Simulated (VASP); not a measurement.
Wanted: the native input for a VASP 6.6.1 run.

- Task: single point
- Functional: r2SCAN
- Potentials or basis: VASP PAW PBE potentials, release 64 (Cd, S)
- Cutoff: 520 eV
- k mesh: 8 × 8 × 8
- Occupations: gaussian, width 0.01 eV
- Spin: no spin polarisation
- Dipole correction: no
- Further INCAR settings: ALGO = Normal; EDIFF = 1e-07; NBANDS = 16

Crystal: CdS.

```
Cd S
1.0
     0.07838    3.01759    3.01759
     3.01759    0.07838    3.01759
     3.01759    3.01759    0.07838
Cd S
1 1
Direct
  0.00243 0.00243 0.00243
  0.24757 0.24757 0.24757
```

This cell differs from its parent crystal: strain along [111] +4.0%.

The input as run:

POSCAR

```
CdS
1.0
    0.0783790623      3.0175938988      3.0175938988
    3.0175938988      0.0783790623      3.0175938988
    3.0175938988      3.0175938988      0.0783790623
Cd S
1 1
Direct
    0.0024257561      0.0024257561      0.0024257561
    0.2475742439      0.2475742439      0.2475742439
```

INCAR.step1

```
PREC = Accurate
ENCUT = 520
ISMEAR = 0
SIGMA = 0.01
LREAL = F
LASPH = T
NELM = 60
NBANDS = 16
GGA = PE
ALGO = Normal
EDIFF = 1E-4
LWAVE = T
LCHARG = F
```

INCAR.step2

```
PREC = Accurate
ENCUT = 520
EDIFF = 1E-7
ISMEAR = 0
SIGMA = 0.01
LREAL = F
LASPH = T
NELM = 60
ALGO = Normal
ISIF = 2
LWAVE = F
LCHARG = T
METAGGA = R2SCAN
LMIXTAU = T
LELF = T
LVHAR = T
NBANDS = 16
ISTART = 1
```

KPOINTS

```
Automatic mesh
0
Gamma
  8 8 8
```

Potentials or basis: VASP PAW PBE potentials, release 64 (Cd, S).

Run with:

```console
$ cat potpaw_PBE.64/Cd/POTCAR potpaw_PBE.64/S/POTCAR > POTCAR
$ cp INCAR.step1 INCAR
$ mpirun -np 1 vasp_std > vasp.out
$ cp INCAR.step2 INCAR
$ mpirun -np 1 vasp_std > vasp.out
```

It gave:

The pressure is -2.0 GPa and the largest force is 0.007 eV/Å. The band gap on the k mesh is 1.37 eV, direct.

Caveat: the cell differs from its parent crystal (strain along [111] +4.0%); the PAW data sets were made with another functional, which shifts forces and pressure a little.

Run time: 110 s on 1 thread of Intel(R) Xeon(R) Platinum 8488C (Sapphire Rapids) (shared host), peak memory 0.22 GiB.
